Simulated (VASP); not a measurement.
# HW8C8 in VASP: notebook

The runs below take HW8C8 through single point, with PBE.

Program: VASP 6.6.1. These are calculated values, not measurements. Logs are shortened: lines on timing, memory, paths and dates and some standing lists are left out, and cuts for length are marked.

## Step 1: The cell of the first run

The cell holds a slab with vacuum, 17 atoms: a = 5.764 Å, b = 5.764 Å, c = 17.236 Å, α = 90.00°, β = 90.00°, γ = 120.00°.

## Step 2: Single point, PBE

INCAR reads:

```
SYSTEM = HW8C8
PREC     = Accurate       ! precision mode
ENCUT    = 520            ! plane-wave cutoff, eV
EDIFF    = 1E-6           ! SCF threshold, eV
ISMEAR   = -1             ! smearing method
SIGMA    = 0.05           ! smearing width, eV
LREAL    = Auto         
LASPH    = .True.         ! aspherical terms in the spheres
NELM     = 80             ! most SCF steps
ALGO     = Normal         ! electronic algorithm
ISIF     = 2              ! what is computed and relaxed
LWAVE    = .False.        ! write WAVECAR
LCHARG   = .False.        ! write CHGCAR
GGA      = PE             ! functional
NBANDS   = 86             ! bands
```

KPOINTS reads:

```
Automatic mesh
0
Gamma
  3 3 1
  0 0 0
```

POSCAR reads:

```
HW8C8
1.0
    5.7641400000      0.0000000000      0.0000000000
   -2.8820700000      4.9918920000      0.0000000000
    0.0000000000      0.0000000000     17.2358050000
W C H
8 8 1
Direct
    0.0000000000      0.0000000000      0.0580188000
    0.0002082414     -0.0005988090      0.2244881212
    0.0000000000      0.5000000000      0.0580188000
    0.0001791894      0.5004194744      0.2245264705
    0.5000000000      0.0000000000      0.0580188000
    0.4991155155     -0.0006049439      0.2244816320
    0.5000000000      0.5000000000      0.0580188000
    0.4998717135      0.4997851632      0.2246690476
    0.3333557775      0.1667321258      0.1346986374
    0.3316893610      0.1634531580      0.2898284926
    0.3333225321      0.6665240154      0.1347144257
    0.3317269019      0.6678137089      0.2898511839
    0.8332794267      0.1665901203      0.1357584402
    0.8329990951      0.1661270509      0.2969107912
    0.8331875840      0.6665212208      0.1347143120
    0.8359920965      0.6678051430      0.2898563854
    0.8322253506      1.1648525614      0.3602424063
```

Potentials or basis: VASP PAW PBE potentials, release 64 (W_sv, C, H).

Launch:

```console
cat potpaw_PBE.64/W_sv/POTCAR potpaw_PBE.64/C/POTCAR potpaw_PBE.64/H/POTCAR > POTCAR
mpirun -np 1 vasp_std > vasp.out
```

OUTCAR:

```text
SYSTEM = HW8C8
   PREC = Accurate
   ENCUT = 520
   EDIFF = 1E-6
   ISMEAR = -1
   LREAL = Auto
   LASPH = .True.
   NELM = 80
   ISIF = 2
   GGA = PE

 ion  position               nearest neighbor table
   1  0.000  0.000  0.058-   9 2.13  15 2.13  13 2.14   2 2.87   5 2.88   5 2.88   3 2.88   3 2.88
                             7 2.88   7 2.88
   2  0.000  0.999  0.224-  10 2.00  16 2.00  14 2.08  13 2.26  15 2.27   9 2.27   1 2.87   6 2.88
                             4 2.88   8 2.88   8 2.88   4 2.89   6 2.89
   3  0.000  0.500  0.058-  11 2.13  15 2.13  13 2.14   4 2.87   7 2.88   7 2.88   5 2.88   1 2.88
                             1 2.88   5 2.88
   4  0.000  0.500  0.225-  12 2.00  16 2.00  14 2.08  13 2.26  15 2.27  11 2.27   3 2.87   6 2.88
                             2 2.88   8 2.88   8 2.88   2 2.89   6 2.89
   5  0.500  0.000  0.058-   9 2.13  11 2.13  13 2.14   6 2.87   1 2.88   1 2.88   3 2.88   7 2.88
                             7 2.88   3 2.88
   6  0.499  0.999  0.224-  10 2.00  12 2.00  14 2.08  13 2.26  11 2.27   9 2.27   5 2.87   2 2.88
                             4 2.88   8 2.88   8 2.88   4 2.89   2 2.89
   7  0.500  0.500  0.058-  15 2.12  11 2.12   9 2.12   8 2.87   3 2.88   3 2.88   5 2.88   5 2.88
                             1 2.88   1 2.88
   8  0.500  0.500  0.225-  16 2.02  12 2.02  10 2.02   9 2.27  11 2.27  15 2.27   7 2.87   2 2.88
                             6 2.88   4 2.88   4 2.88   6 2.88   2 2.88
   9  0.333  0.167  0.135-   7 2.12   1 2.13   5 2.13   6 2.27   2 2.27   8 2.27
  10  0.332  0.163  0.290-   2 2.00   6 2.00   8 2.02
  11  0.333  0.667  0.135-   7 2.12   3 2.13   5 2.13   6 2.27   4 2.27   8 2.27
  12  0.332  0.668  0.290-   4 2.00   6 2.00   8 2.02
  13  0.833  0.167  0.136-   5 2.14   1 2.14   3 2.14   4 2.26   2 2.26   6 2.26
  14  0.833  0.166  0.297-  17 1.09   6 2.08   2 2.08   4 2.08
  15  0.833  0.667  0.135-   7 2.12   3 2.13   1 2.13   2 2.27   4 2.27   8 2.27
  16  0.836  0.668  0.290-   4 2.00   2 2.00   8 2.02
  17  0.832  0.165  0.360-  14 1.09

  LATTYP: Found a hexagonal cell.
 ALAT       =     5.7641400000
 C/A-ratio  =     2.9901780665

  Lattice vectors:

 A1 = (   5.7641400000,   0.0000000000,   0.0000000000)
 A2 = (  -2.8820700000,   4.9918920000,   0.0000000000)
 A3 = (   0.0000000000,   0.0000000000,  17.2358050000)

Analysis of symmetry for initial positions (statically):
=====================================================================
 Subroutine PRICEL returns:
 Original cell was already a primitive cell.

 Routine SETGRP: Setting up the symmetry group for a
 hexagonal supercell.

 Subroutine GETGRP returns: Found  1 space group operations
 (whereof  1 operations were pure point group operations)
 out of a pool of 24 trial point group operations.

The static configuration has the point symmetry C_1 .

Analysis of symmetry for dynamics (positions and initial velocities):
=====================================================================
 Subroutine PRICEL returns:
 Original cell was already a primitive cell.

 Routine SETGRP: Setting up the symmetry group for a
 hexagonal supercell.

 Subroutine GETGRP returns: Found  1 space group operations
 (whereof  1 operations were pure point group operations)
 out of a pool of 24 trial point group operations.

The dynamic configuration has the point symmetry C_1 .

 Subroutine INISYM returns: Found  1 space group operations
 (whereof  1 operations are pure point group operations),
 and found     1 'primitive' translations

----------------------------------------------------------------------------------------

                                     Primitive cell

  volume of cell :     495.9424

  direct lattice vectors                    reciprocal lattice vectors
     5.764140000  0.000000000  0.000000000     0.173486418  0.100162423  0.000000000
    -2.882070000  4.991892000  0.000000000     0.000000000  0.200324847  0.000000000
     0.000000000  0.000000000 17.235805000     0.000000000  0.000000000  0.058018758

  length of vectors
     5.764140000  5.764140285 17.235805000     0.200324857  0.200324847  0.058018758

  position of ions in fractional coordinates (direct lattice)
     0.000000000  0.000000000  0.058018800
     0.000208241  0.999401191  0.224488121
     0.000000000  0.500000000  0.058018800
     0.000179189  0.500419474  0.224526471
     0.500000000  0.000000000  0.058018800
     0.499115516  0.999395056  0.224481632
[... 9 lines left out ...]
     0.835992097  0.667805143  0.289856385
     0.832225351  0.164852561  0.360242406

  ion indices of the primitive-cell ions
   primitive index   ion index
                 1           1
                 2           2
                 3           3
                 4           4
                 5           5
                 6           6
[... 9 lines left out ...]
                16          16
                17          17

----------------------------------------------------------------------------------------

 KPOINTS: Automatic mesh

Automatic generation of k-mesh.
 Grid dimensions read from file:
 generate k-points for:    3    3    1

 Generating k-lattice:

  Cartesian coordinates                     Fractional coordinates (reciprocal lattice)
     0.057828806  0.033387474  0.000000000     0.333333333  0.000000000  0.000000000
     0.000000000  0.066774949  0.000000000     0.000000000  0.333333333  0.000000000
     0.000000000  0.000000000  0.058018758     0.000000000  0.000000000  1.000000000

  Length of vectors
     0.066774952  0.066774949  0.058018758

  Shift w.r.t. Gamma in fractional coordinates (k-lattice)
     0.000000000  0.000000000  0.000000000

 Subroutine IBZKPT returns following result:
 ===========================================

 Found      5 irreducible k-points:

 Following reciprocal coordinates:
            Coordinates               Weight
  0.000000  0.000000  0.000000      1.000000
  0.333333  0.000000  0.000000      2.000000
  0.000000  0.333333  0.000000      2.000000
 -0.333333  0.333333  0.000000      2.000000
  0.333333  0.333333  0.000000      2.000000
   k-points           NKPTS =      5   k-points in BZ     NKDIM =      5   number of bands    NBANDS=     86
   number of dos      NEDOS =    301   number of ions     NIONS =     17
   total plane-waves  NPLWV = 294912
   dimension x,y,z NGX =    48 NGY =   48 NGZ =  128
   dimension x,y,z NGXF=    96 NGYF=   96 NGZF=  256
   ions per type =               8   8   1
   NGX,Y,Z   is equivalent  to a cutoff of  13.84, 13.84, 12.35 a.u.
   NGXF,Y,Z  is equivalent  to a cutoff of  27.69, 27.69, 24.69 a.u.
 SYSTEM =  HW8C8
   PREC   = accura    normal or accurate (medium, high low for compatibility)
   ISTART =      0    job   : 0-new  1-cont  2-samecut
   ICHARG =      2    charge: 1-file 2-atom 10-const
   ISPIN  =      1    spin polarized calculation?
   LNONCOLLINEAR =      F non collinear calculations
   LSORBIT =      F    spin-orbit coupling
   LASPH  =      T    aspherical Exc in radial PAW
   ENCUT  =  520.0 eV  38.22 Ry    6.18 a.u.  10.72 10.72 32.05*2*pi/ulx,y,z
   NELM   =     80;   NELMIN=  2; NELMDL= -5     # of ELM steps
   EDIFF  = 0.1E-05   stopping-criterion for ELM
   LREAL  =      T    real-space projection
   EDIFFG = 0.1E-04   stopping-criterion for IOM
   NSW    =      0    number of steps for IOM
   IBRION =     -1    ionic relax: 0-MD 1-quasi-New 2-CG
   NFREE  =      0    steps in history (QN), initial steepest desc. (CG)
   ISIF   =      2    stress and relaxation
   ISYM   =      2    0-nonsym 1-usesym 2-fastsym
   POTIM  = 0.5000    time-step for ionic-motion
   TEBEG  =    0.0;   TEEND  =   0.0 temperature during run
   PSTRESS=    0.0 pullay stress
   NELECT =     145.0000    total number of electrons
   NUPDOWN=      -1.0000    fix difference up-down
   EMIN   =  10.00;   EMAX   =-10.00  energy-range for DOS
   EFERMI =   0.00;   METHOD = LEGACY
   ISMEAR =    -1;   SIGMA  =   0.05  broadening in eV -4-tet -1-fermi 0-gaus
   EFERMI_NEDOS =   21; number of points for ismear=-14 and -15
   IALGO  =     38    algorithm
   IMIX   =      4    mixing-type and parameters
     AMIX     =   0.40;   BMIX     =  1.00
     AMIX_MAG =   1.60;   BMIX_MAG =  1.00
  volume/ion in A,a.u.               =      29.17       196.87
  Fermi-wavevector in a.u.,A,eV,Ry     =   1.086560  2.053301 16.063212  1.180613
  Thomas-Fermi vector in A             =   2.222700
   LORBIT       =      0    0 simple, 1 ext, 2 COOP (PROOUT), +10 PAW based schemes
   GGA     = PE    functional components
   LHFCALC =     F    Hartree Fock is set to
   AEXX    =    0.0000 exact exchange contribution
   IVDW    =     0    specifies the selected vdW correction
   LEPSILON=     F    determine dielectric tensor
   LRPA    =     F    only Hartree local field effects (RPA)
 non-spin polarized calculation
  energy-cutoff  :      520.00
  volume of cell :      495.94
 maximum number of plane-waves:     13409
 NGX is ok and might be reduce to    48
   NGX = 21   NGY = 21   NGZ = 65

 number of electron     144.9999991 magnetization

 Free energy of the ion-electron system (eV)
  ---------------------------------------------------
  ext. energy  EPLUGINS =         0.00000000
  ---------------------------------------------------
  free energy    TOTEN  =      -167.22074250 eV

  energy without entropy =     -167.20124636  energy(sigma->0) =     -167.21099443

 E-fermi :   0.1910     XC(G=0):  -5.8137

 val. band max:        0.0711713901   @ k =   0.3333   0.0000   0.0000
 cond. band min:       0.6239932786   @ k =   0.0000   0.3333   0.0000
 fundamental gap:      0.5528218885
 Fermi energy:         0.1910353303

 k-point     1 :       0.0000    0.0000    0.0000
  band No.  band energies     occupation
      1     -73.6025      2.00000
      2     -73.5809      2.00000
      3     -73.5274      2.00000
      4     -73.5236      2.00000
      5     -73.5233      2.00000
      6     -73.5131      2.00000
[... 424 lines left out ...]
     83       2.7023      0.00000
     84       2.9389      0.00000
 [bands above 84 left out]

------------------------ aborting loop because EDIFF is reached ----------------------------------------

  FORCE on cell =-STRESS in cart. coord.  units (eV):
  Direction    XX          YY          ZZ          XY          YZ          ZX
  --------------------------------------------------------------------------------------
  -------------------------------------------------------------------------------------
  Total       13.5217959     13.4653128      0.9636626      0.0055586      0.0863924      0.0122239
  in kB       43.6831237     43.5006508      3.1131805      0.0179576      0.2790968      0.0394901
  external PRESSURE =      30.0989850 kB  Pullay stress =       0.0000000 kB

 VOLUME and BASIS-vectors are now :
 -----------------------------------------------------------------------------
  energy-cutoff  :      520.00
  volume of cell :      495.94
      direct lattice vectors                 reciprocal lattice vectors
     5.764140000  0.000000000  0.000000000     0.173486418  0.100162423  0.000000000
    -2.882070000  4.991892000  0.000000000     0.000000000  0.200324847  0.000000000
     0.000000000  0.000000000 17.235805000     0.000000000  0.000000000  0.058018758

 POSITION                                       TOTAL-FORCE (eV/Angst)
 -----------------------------------------------------------------------------------
      0.00000      0.00000      1.00000        -0.108155      0.056714     -0.051641
     -2.87914      4.98890      3.86923        -0.017001      0.008885     -0.016437
     -1.44104      2.49595      1.00000        -0.000537     -0.129038     -0.046983
     -1.44121      2.49804      3.86989        -0.000116     -0.020592     -0.016765
      2.88207      0.00000      1.00000         0.106651      0.056620     -0.052703
     -0.00335      4.98887      3.86912         0.017821      0.009322     -0.016001
[... 9 lines left out ...]
      2.89411      3.33361      4.99591         0.000700      0.000661      0.087941
      4.32195      0.82293      6.20907         0.001479      0.012157     -0.001545
 -----------------------------------------------------------------------------------
    total drift:                                0.000272      0.007769      0.008585

  FREE ENERGIE OF THE ION-ELECTRON SYSTEM (eV)
  ---------------------------------------------------
  free  energy   TOTEN  =      -167.2207425017 eV

  energy  without entropy=     -167.2012463589  energy(sigma->0) =     -167.21099443
```

Run time: 23 min. Hardware: 1 thread of Intel Xeon 8259CL, shared host; peak memory 0.67 GiB.

Results:

```
Free energy            : -167.2207 eV
Largest force          : 0.139 eV/Å
Band gap on the k mesh : zero (an odd number of electrons rules out a gap without spin polarisation)
```

Forces on the atoms (eV/Å):
```
W   -0.108  0.057 -0.052
W   -0.017  0.009 -0.016
W   -0.001 -0.129 -0.047
W    0.000 -0.021 -0.017
W    0.107  0.057 -0.053
W    0.018  0.009 -0.016
W   -0.001 -0.004 -0.139
W   -0.001  0.001 -0.034
C    0.000  0.001  0.008
C   -0.001 -0.002  0.089
C    0.002 -0.001  0.009
C   -0.001  0.000  0.088
C    0.001  0.001  0.029
C    0.001  0.007  0.053
C   -0.001  0.000  0.010
C    0.001  0.001  0.088
H    0.001  0.012 -0.002
```

Levels at points of the mesh, in eV from the Fermi level:
```
           k point  band 71  band 72  band 73  band 74  band 75  band 76
(0.00, 0.00, 0.00)     0.46     0.60     0.60     0.65     1.23     1.40
```

Caveat: the k points lie up to 0.42 Å⁻¹ apart, too coarse for converged energies and pressures of a metal; spin-orbit coupling is left out, which moves the levels of the heavy elements.

## Step 3: Single point, PBE

INCAR reads:

```
PREC = Accurate
ENCUT = 520
EDIFF = 1E-6
ISMEAR = -1
SIGMA = 0.05
LREAL = Auto
LASPH = T
NELM = 100
ALGO = Normal
ISIF = 2
LWAVE = F
LCHARG = F
GGA = PE
NBANDS = 86
```

KPOINTS reads:

```
Automatic mesh
0
Gamma
  3 3 1
```

POSCAR reads:

```
HW8C8
1.0
    5.7641400000      0.0000000000      0.0000000000
   -2.8820700000      4.9918920000      0.0000000000
    0.0000000000      0.0000000000     17.2358050000
W C H
8 8 1
Direct
    0.0000000000      0.0000000000      0.0580187580
   -0.0019756909     -0.0034656198      0.2229196722
    0.0000014646      0.4999907851      0.0580187580
   -0.0061522314      0.4956637684      0.2231575491
    0.5000052046      0.0000000000      0.0580187580
    0.5021030036      0.0016626962      0.2233316053
    0.4999893205      0.4999907851      0.0580187580
    0.5041857271      0.5000909475      0.2238363685
    0.3385798085      0.1669707598      0.1344932830
    0.3296179827      0.1635852699      0.2877962474
    0.3288050245      0.6661802779      0.1342612080
    0.3255878459      0.6598500128      0.2841642732
    0.8275425307      0.1541499696      0.1353055456
    0.8318408338      0.1591380583      0.2964468442
    0.8283258917      0.6592089733      0.1351372912
    0.8339098315      0.6727709654      0.2876744080
    0.8347946901      1.1744244467      0.3587589904
```

Potentials or basis: VASP PAW PBE potentials, release 64 (W_sv, C, H).

Launch:

```console
cat potpaw_PBE.64/W_sv/POTCAR potpaw_PBE.64/C/POTCAR potpaw_PBE.64/H/POTCAR > POTCAR
mpirun -np 1 vasp_std > vasp.out
```

It took 21 min on 1 thread of Intel Xeon 8259CL, shared host; peak memory 0.68 GiB.

Results (log left out):

```
Free energy            : -167.0180 eV
Largest force          : 1.426 eV/Å
Band gap on the k mesh : zero (an odd number of electrons rules out a gap without spin polarisation)
```

Forces in eV/Å, atoms in the order of the input:
```
W    0.067 -0.171 -0.173
W    0.229  0.535 -0.081
W   -0.059 -0.364 -0.234
W    0.343  0.001 -0.194
W    0.068 -0.158 -0.485
W   -0.449 -0.664 -0.006
W   -0.072 -0.116 -0.363
W   -0.839 -0.598 -0.791
C   -0.413 -0.061 -0.059
C    0.252 -0.078  0.420
C    0.364 -0.085  0.078
C   -0.065  0.551  1.314
C   -0.013  0.895  0.039
C   -0.201  0.458 -0.436
C    0.184  0.442 -0.432
C    0.564 -0.469  0.898
H    0.042 -0.119  0.505
```

Levels at points of the mesh, in eV from the Fermi level:
| k point | band 71 | band 72 | band 73 | band 74 | band 75 | band 76 |
| --- | --- | --- | --- | --- | --- | --- |
| (0.00, 0.00, 0.00) | 0.40 | 0.55 | 0.55 | 0.60 | 1.28 | 1.36 |

Caveat: the k points lie up to 0.42 Å⁻¹ apart, too coarse for converged energies and pressures of a metal; spin-orbit coupling is left out, which moves the levels of the heavy elements.
